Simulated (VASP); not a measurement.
Al2O3 (Corundum): single point with r2SCAN

**What was measured.**

“Multi-petahertz electron interference in Cr:Al2O3 solid-state material”, 2018, pmc:5906618 quotes, for a bulk crystal of Al2O3: band gap 8.7 eV (optical).

The system is Al2O3 (Corundum).

```xyz
10
Lattice="2.3793 1.3737 4.3318 -2.3793 1.3737 4.3318 0.0000 -2.7474 4.3318" Properties=species:S:1:pos:R:3 pbc="T T T"
Al    0.0000    0.0000    4.5732
Al    0.0000    0.0000    1.9245
Al    0.0000    0.0000    8.4222
Al    0.0000    0.0000   11.0709
O    -0.9214    1.3737    7.5806
O    -0.7289   -1.4848    7.5806
O     1.6504    0.1111    7.5806
O     0.9214   -1.3737    5.4147
O     0.7289    1.4848    5.4147
O    -1.6504   -0.1111    5.4147
```

* Program: VASP 6.6.1
* Task: single point
* Functional: r2SCAN
* Potentials or basis: VASP PAW PBE potentials, release 64 (Al, O)
* Cutoff: 520 eV
* k mesh: 6 × 6 × 6
* Occupations: gaussian, width 0.01 eV
* Spin: no spin polarisation

```json
{"Pressure": "-0.5 GPa", "Largest force": "0.019 eV/Å", "Band gap on the k mesh": "7.16 eV, direct"}
```

Forces in eV/Å, atoms in the order of the input:
```
Al   0.000  0.000 -0.019
Al   0.000  0.000  0.019
Al   0.000  0.000  0.019
Al   0.000  0.000 -0.019
O   -0.013  0.000  0.000
O    0.006 -0.011  0.000
O    0.006  0.011  0.000
O    0.013  0.000  0.000
O   -0.006  0.011  0.000
O   -0.006 -0.011  0.000
```

Stress tensor (GPa, compression positive):
```
-0.44  0.00  0.00
 0.00 -0.44  0.00
 0.00  0.00 -0.55
```

Levels at points of the mesh, in eV from the valence-band top:
| k point | band 22 | band 23 | band 24 | band 25 | band 26 | band 27 |
| --- | --- | --- | --- | --- | --- | --- |
| (0.00, 0.00, 0.00) | -0.05 | -0.05 | 0.00 | 7.16 | 10.12 | 11.95 |
| (0.50, 0.00, 0.00) | -0.93 | -0.29 | -0.29 | 10.44 | 10.44 | 10.71 |
| (0.50, 0.50, 0.00) | -0.92 | -0.78 | -0.27 | 10.59 | 10.79 | 10.91 |
| (0.50, 0.50, 0.50) | -0.40 | -0.40 | -0.40 | 9.63 | 9.63 | 12.17 |

Run time: 5.2 min on 1 thread of Intel(R) Xeon(R) Platinum 8259CL CPU @ 2.50GHz (Skylake/Cascade Lake), on a shared host, peak memory 0.28 GiB.

Measured gap of Al2O3: 8.7 eV (optical; quoted in “Multi-petahertz electron interference in Cr:Al2O3 solid-state material”, 2018, pmc:5906618). This calculation gives 7.16 eV (-1.54 eV). The value is that of r2SCAN on a finite k mesh, which can miss the band edges, without temperature or zero-point motion.

Caveat: the PAW data sets were made with another functional, which shifts forces and pressure a little.
